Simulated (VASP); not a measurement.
# MoSe (Pm-3m) in VASP: relaxation of cell and atoms with r2SCAN+U

Aim: the relaxation of cell and atoms of MoSe with r2SCAN+U.

Program: VASP 6.6.1. These are calculated values, not measurements. Logs are shortened: lines on timing, memory, paths and dates and some standing lists are left out, and cuts for length are marked.

## (1) The cell of the first run

It takes space group Pm-3m (No. 221, cubic). The conventional cell has a = 3.531 Å, b = 3.531 Å, c = 3.531 Å, α = 90.00°, β = 90.00°, γ = 90.00°. Within 4.0 Å of Mo (site symmetry m-3m) lie 8 Se at 3.06 Å and 6 Mo at 3.53 Å. Within 4.0 Å of Se (site symmetry m-3m) lie 8 Mo at 3.06 Å and 6 Se at 3.53 Å.

## (2) Relaxation of cell and atoms, r2SCAN+U

Contents of POSCAR:

```
MoSe
1.0
    3.5312279558      0.0000000000      0.0000000000
    0.0000000000      3.5312279558      0.0000000000
    0.0000000000      0.0000000000      3.5312279558
Mo Se
1 1
Direct
    0.0000000000      0.0000000000      0.0000000000
    0.5000000000      0.5000000000      0.5000000000
```

Contents of INCAR.step1:

```
SYSTEM = MoSe
  ALGO = Normal
  EDIFF = 1E-4
  ENCUT = 600
  GGA = PE
  ISMEAR = 0
  LASPH = .True.
  LCHARG = .False.
  LDAU = .True.
  LDAUJ = 0 0
  LDAUL = 2 -1
  LDAUTYPE = 2
  LDAUU = 4.38 0
  LMAXMIX = 4
  LREAL = .False.
  LWAVE = .True.
  NELM = 150
  PREC = Accurate
  SIGMA = 0.1
```

Contents of INCAR.step2:

```
SYSTEM = MoSe
  ALGO = Normal
  EDIFF = 1E-6
  EDIFFG = -0.01
  ENCUT = 600
  IBRION = 2
  ISIF = 3
  ISMEAR = 0
  ISTART = 1
  LASPH = .True.
  LCHARG = .False.
  LDAU = .True.
  LDAUJ = 0 0
  LDAUL = 2 -1
  LDAUPRINT = 1
  LDAUTYPE = 2
  LDAUU = 4.38 0
  LMAXMIX = 4
  LMIXTAU = .True.
  LREAL = .False.
  LWAVE = .False.
  METAGGA = R2SCAN
  NELM = 150
  NSW = 80
  PREC = Accurate
  SIGMA = 0.1
```

Contents of KPOINTS:

```
k-points
0
Gamma
  12 12 12
  0 0 0
```

Potentials or basis: VASP PAW PBE potentials, release 64 (Mo_sv, Se).

Command:

```sh
cat potpaw_PBE.64/Mo_sv/POTCAR potpaw_PBE.64/Se/POTCAR > POTCAR
cp INCAR.step1 INCAR
mpirun -np 1 vasp_std > vasp.out
cp INCAR.step2 INCAR
mpirun -np 1 vasp_std > vasp.out
```

OUTCAR:

```text
SYSTEM = MoSe
   EDIFF = 1E-6
   EDIFFG = -0.01
   ENCUT = 600
   IBRION = 2
   ISIF = 3
   ISMEAR = 0
   ISTART = 1
   LASPH = .True.
   LREAL = .False.
   METAGGA = R2SCAN
   NELM = 150
   NSW = 80
   PREC = Accurate

 ion  position               nearest neighbor table
   1  0.000  0.000  0.000-   2 3.06   2 3.06   2 3.06   2 3.06   2 3.06   2 3.06   2 3.06   2 3.06

   2  0.500  0.500  0.500-   1 3.06   1 3.06   1 3.06   1 3.06   1 3.06   1 3.06   1 3.06   1 3.06

  LATTYP: Found a simple cubic cell.
 ALAT       =     3.5312279558

  Lattice vectors:

 A1 = (   3.5312279558,   0.0000000000,   0.0000000000)
 A2 = (   0.0000000000,   3.5312279558,   0.0000000000)
 A3 = (   0.0000000000,   0.0000000000,   3.5312279558)

Analysis of symmetry for initial positions (statically):
=====================================================================
 Subroutine PRICEL returns:
 Original cell was already a primitive cell.

 Routine SETGRP: Setting up the symmetry group for a
 simple cubic supercell.

 Subroutine GETGRP returns: Found 48 space group operations
 (whereof 48 operations were pure point group operations)
 out of a pool of 48 trial point group operations.

The static configuration has the point symmetry O_h .

Analysis of symmetry for dynamics (positions and initial velocities):
=====================================================================
 Subroutine PRICEL returns:
 Original cell was already a primitive cell.

 Routine SETGRP: Setting up the symmetry group for a
 simple cubic supercell.

 Subroutine GETGRP returns: Found 48 space group operations
 (whereof 48 operations were pure point group operations)
 out of a pool of 48 trial point group operations.

The dynamic configuration has the point symmetry O_h .

 Subroutine INISYM returns: Found 48 space group operations
 (whereof 48 operations are pure point group operations),
 and found     1 'primitive' translations

----------------------------------------------------------------------------------------

                                     Primitive cell

  volume of cell :      44.0329

  direct lattice vectors                    reciprocal lattice vectors
     3.531227956  0.000000000  0.000000000     0.283187609  0.000000000  0.000000000
     0.000000000  3.531227956  0.000000000     0.000000000  0.283187609  0.000000000
     0.000000000  0.000000000  3.531227956     0.000000000  0.000000000  0.283187609

  length of vectors
     3.531227956  3.531227956  3.531227956     0.283187609  0.283187609  0.283187609

  position of ions in fractional coordinates (direct lattice)
     0.000000000  0.000000000  0.000000000
     0.500000000  0.500000000  0.500000000

  ion indices of the primitive-cell ions
   primitive index   ion index
                 1           1
                 2           2

----------------------------------------------------------------------------------------

 KPOINTS: k-points

Automatic generation of k-mesh.
 Grid dimensions read from file:
 generate k-points for:   12   12   12

 Generating k-lattice:

  Cartesian coordinates                     Fractional coordinates (reciprocal lattice)
     0.023598967  0.000000000  0.000000000     0.083333333  0.000000000  0.000000000
     0.000000000  0.023598967  0.000000000     0.000000000  0.083333333  0.000000000
     0.000000000  0.000000000  0.023598967     0.000000000  0.000000000  0.083333333

  Length of vectors
     0.023598967  0.023598967  0.023598967

  Shift w.r.t. Gamma in fractional coordinates (k-lattice)
     0.000000000  0.000000000  0.000000000

[... 72 lines left out ...]
  Fermi-wavevector in a.u.,A,eV,Ry     =   1.258420  2.378070 21.546483  1.583622
  Thomas-Fermi vector in A             =   2.392031
   LORBIT       =      0    0 simple, 1 ext, 2 COOP (PROOUT), +10 PAW based schemes
 LDA+U is selected, type is set to LDAUTYPE =  2
   angular momentum for each species LDAUL =     2   -1
   U (eV)           for each species LDAUU =   4.4  0.0
   J (eV)           for each species LDAUJ =   0.0  0.0
   METAGGA = R2SCAN    functional components
   LHFCALC =     F    Hartree Fock is set to
   AEXX    =    0.0000 exact exchange contribution
   IVDW    =     0    specifies the selected vdW correction
   LEPSILON=     F    determine dielectric tensor
   LRPA    =     F    only Hartree local field effects (RPA)
 conjugate gradient relaxation of ions
 non-spin polarized calculation
 Gauss-broadening in eV      SIGMA  =   0.10
  energy-cutoff  :      600.00
  volume of cell :       44.03
 maximum number of plane-waves:      1492
   NGX = 15   NGY = 15   NGZ = 15

--------------------------------------- Ionic step        1  -------------------------------------------

 number of electron      20.0000009 magnetization

 Free energy of the ion-electron system (eV)
  ---------------------------------------------------
  ext. energy  EPLUGINS =         0.00000000
  ---------------------------------------------------
  free energy    TOTEN  =       -34.63723342 eV

  energy without entropy =      -34.63723342  energy(sigma->0) =      -34.63723342

------------------------ aborting loop because EDIFF is reached ----------------------------------------

  FORCE on cell =-STRESS in cart. coord.  units (eV):
  Direction    XX          YY          ZZ          XY          YZ          ZX
  --------------------------------------------------------------------------------------
  -------------------------------------------------------------------------------------
  Total       -3.1605691     -3.1605691     -3.1605691     -0.0000000      0.0000000     -0.0000000
  in kB     -115.0002049   -115.0002049   -115.0002049     -0.0000000      0.0000000     -0.0000000
  external PRESSURE =    -115.0002049 kB  Pullay stress =       0.0000000 kB
[... 23 lines left out ...]
--------------------------------------- Ionic step        2  -------------------------------------------

 number of electron      19.9999997 magnetization

 E-fermi :  10.2577     XC(G=0): -12.6902

 val. band max:       10.2445376733   @ k =   0.5000   0.5000   0.5000
 cond. band min:      10.2695834639   @ k =   0.5000   0.5000   0.0000
 fundamental gap:      0.0250457906
 Fermi energy:        10.2576682186

 k-point     1 :       0.0000    0.0000    0.0000
  band No.  band energies     occupation
      1     -53.4820      2.00000
      2     -26.7683      2.00000
      3     -26.7682      2.00000
      4     -26.7682      2.00000
      5      -6.5996      2.00000
      6       5.5150      2.00000
      7       5.5153      2.00000
      8       7.8249      2.00000
      9       7.8249      2.00000
     10       7.8249      2.00000
     11      11.7882      0.00000
     12      11.7885      0.00000
     13      11.7885      0.00000
     14      12.5770      0.00000
[... 456 lines left out ...]
  FREE ENERGIE OF THE ION-ELECTRON SYSTEM (eV)
  ---------------------------------------------------
  free  energy   TOTEN  =       -34.9299654647 eV

  energy  without entropy=      -34.9299630061  energy(sigma->0) =      -34.92996424

[... ionic steps 4 to 13 ...]

--------------------------------------- Ionic step       14  -------------------------------------------

 number of electron      20.0000006 magnetization

------------------------ aborting loop because EDIFF is reached ----------------------------------------
[... 61 lines left out ...]
  FREE ENERGIE OF THE ION-ELECTRON SYSTEM (eV)
  ---------------------------------------------------
  free  energy   TOTEN  =       -34.9299897376 eV

  energy  without entropy=      -34.9299881764  energy(sigma->0) =      -34.92998896

atom =   1  type =  1  l = 2

 onsite density matrix

spin component  1

  0.1205 -0.0000  0.0000 -0.0000  0.0000
 -0.0000  0.1205  0.0000  0.0000  0.0000
  0.0000  0.0000  0.7872  0.0000  0.0000
 -0.0000  0.0000  0.0000  0.1205 -0.0000
  0.0000  0.0000  0.0000 -0.0000  0.7872

spin component  2

  0.1205 -0.0000  0.0000 -0.0000  0.0000
 -0.0000  0.1205  0.0000  0.0000  0.0000
  0.0000  0.0000  0.7872  0.0000  0.0000
 -0.0000  0.0000  0.0000  0.1205 -0.0000
  0.0000  0.0000  0.0000 -0.0000  0.7872

 occupancies and eigenvectors

  o =  0.1205  v =  0.0000  0.0748 -0.0000  0.9972  0.0000  0.0000  0.0000  0.0000  0.0000  0.0000      0.0000  0.0000  0.0000  0.0000  0.0000  0.0000  0.0000  0.0000  0.0000  0.0000
  o =  0.1205  v =  0.0000  0.0000  0.0000  0.0000  0.0000  0.0000  0.0748 -0.0000  0.9972  0.0000      0.0000  0.0000  0.0000  0.0000  0.0000  0.0000  0.0000  0.0000  0.0000  0.0000
  o =  0.1205  v =  1.0000  0.0000  0.0000  0.0000  0.0000  0.0000  0.0000  0.0000  0.0000  0.0000      0.0000  0.0000  0.0000  0.0000  0.0000  0.0000  0.0000  0.0000  0.0000  0.0000
  o =  0.1205  v =  0.0000  0.0000  0.0000  0.0000  0.0000  1.0000  0.0000  0.0000  0.0000  0.0000      0.0000  0.0000  0.0000  0.0000  0.0000  0.0000  0.0000  0.0000  0.0000  0.0000
  o =  0.1205  v =  0.0000  0.9972  0.0000 -0.0748 -0.0000  0.0000  0.0000  0.0000  0.0000  0.0000      0.0000  0.0000  0.0000  0.0000  0.0000  0.0000  0.0000  0.0000  0.0000  0.0000
  o =  0.1205  v =  0.0000  0.0000  0.0000  0.0000  0.0000  0.0000  0.9972  0.0000 -0.0748 -0.0000      0.0000  0.0000  0.0000  0.0000  0.0000  0.0000  0.0000  0.0000  0.0000  0.0000
  o =  0.7872  v =  0.0000  0.0000  0.0000  0.0000  0.0000  0.0000  0.0000 -0.9945 -0.0000  0.1051      0.0000  0.0000  0.0000  0.0000  0.0000  0.0000  0.0000  0.0000  0.0000  0.0000
  o =  0.7872  v =  0.0000  0.0000 -0.9945 -0.0000  0.1051  0.0000  0.0000  0.0000  0.0000  0.0000      0.0000  0.0000  0.0000  0.0000  0.0000  0.0000  0.0000  0.0000  0.0000  0.0000
  o =  0.7872  v =  0.0000  0.0000  0.0000  0.0000  0.0000  0.0000  0.0000  0.1051 -0.0000  0.9945      0.0000  0.0000  0.0000  0.0000  0.0000  0.0000  0.0000  0.0000  0.0000  0.0000
  o =  0.7872  v =  0.0000  0.0000  0.1051 -0.0000  0.9945  0.0000  0.0000  0.0000  0.0000  0.0000      0.0000  0.0000  0.0000  0.0000  0.0000  0.0000  0.0000  0.0000  0.0000  0.0000

--------------------------------------- Ionic step       16  -------------------------------------------

 number of electron      20.0000006 magnetization

 Free energy of the ion-electron system (eV)
  ---------------------------------------------------
  ext. energy  EPLUGINS =         0.00000000
  ---------------------------------------------------
  free energy    TOTEN  =       -34.92999862 eV

  energy without entropy =      -34.92999691  energy(sigma->0) =      -34.92999777

 E-fermi :   9.3200     XC(G=0): -12.2924

 val. band max:        9.0750767575   @ k =   0.5000   0.5000   0.5000
 cond. band min:       9.5606257037   @ k =   0.3333   0.3333   0.3333
 fundamental gap:      0.4855489462
 Fermi energy:         9.3199969727

 k-point     1 :       0.0000    0.0000    0.0000
  band No.  band energies     occupation
      1     -54.3329      2.00000
      2     -27.6252      2.00000
      3     -27.6252      2.00000
      4     -27.6252      2.00000
      5      -6.9593      2.00000
      6       4.8912      2.00000
      7       4.8917      2.00000
      8       7.0368      2.00000
      9       7.0368      2.00000
     10       7.0368      2.00000
     11      10.9912      0.00000
     12      10.9916      0.00000
     13      10.9916      0.00000
     14      11.1768      0.00000
[... 420 lines left out ...]
  FREE ENERGIE OF THE ION-ELECTRON SYSTEM (eV)
  ---------------------------------------------------
  free  energy   TOTEN  =       -34.9299986220 eV

  energy  without entropy=      -34.9299969105  energy(sigma->0) =      -34.92999777

 reached required accuracy - stopping structural energy minimisation
```

Wall time 8.4 min (1 thread of Intel Xeon 6975P-C (Granite Rapids), shared host); peak memory 0.22 GiB.

Results:

```yaml
Free_energy: -34.9300 eV
Relaxed_volume: 18.50 Å³/atom
Relaxed_cell: a = 3.332 Å, b = 3.332 Å, c = 3.332 Å, α = 90.00°, β = 90.00°, γ = 90.00°
Space_group_after_relaxing_to_0.1_Å: Pm-3m (No. 221)
Energy_gained_by_relaxing: 146.4 meV/atom
Ionic_steps: 16
Pressure_after_relaxing: 0.0 GPa
Band_gap_on_the_k_mesh: 0.49 eV (least direct gap 0.61 eV)
```

The path:
```
step  energy change (eV)  largest force (eV/Å)  pressure (GPa)  volume (Å³)
   1              0.0000                0.0000          -11.50        44.03
   2             -0.2493                0.0000            6.10        34.71
   3             -0.2927                0.0000            0.19        36.92
   4             -0.2927                0.0000           -0.17        37.05
   5             -0.2927                0.0000           -0.17        37.05
   6             -0.2927                0.0000           -0.17        37.05
   7             -0.2927                0.0000           -0.15        37.05
   8             -0.2927                0.0000           -0.15        37.05
   9             -0.2927                0.0000           -0.15        37.05
  10             -0.2927                0.0000           -0.15        37.05
  11             -0.2927                0.0000           -0.15        37.05
  12             -0.2927                0.0000           -0.16        37.05
  13             -0.2927                0.0000           -0.15        37.04
  14             -0.2927                0.0000           -0.15        37.04
  15             -0.2928                0.0000           -0.14        37.03
  16             -0.2928                0.0000           -0.04        37.01
```

Final structure:
```xyz
2
Lattice="3.3324 0.0000 0.0000 0.0000 3.3324 0.0000 0.0000 0.0000 3.3324" Properties=species:S:1:pos:R:3 pbc="T T T"
Mo    0.0000    0.0000    0.0000
Se    1.6662    1.6662    1.6662
```

Eigenvalues of the final occupation matrices:
| site | spin | trace | eigenvalues |
| --- | --- | --- | --- |
| site 1 d | 1 | 1.94 | 0.12 0.12 0.12 0.79 0.79 |
| site 1 d | 2 | 1.94 | 0.12 0.12 0.12 0.79 0.79 |

Caveat: the volume moved by over 15 % at a fixed basis, so the end points are rough; the PAW data sets were made with another functional, which shifts forces and pressure a little.
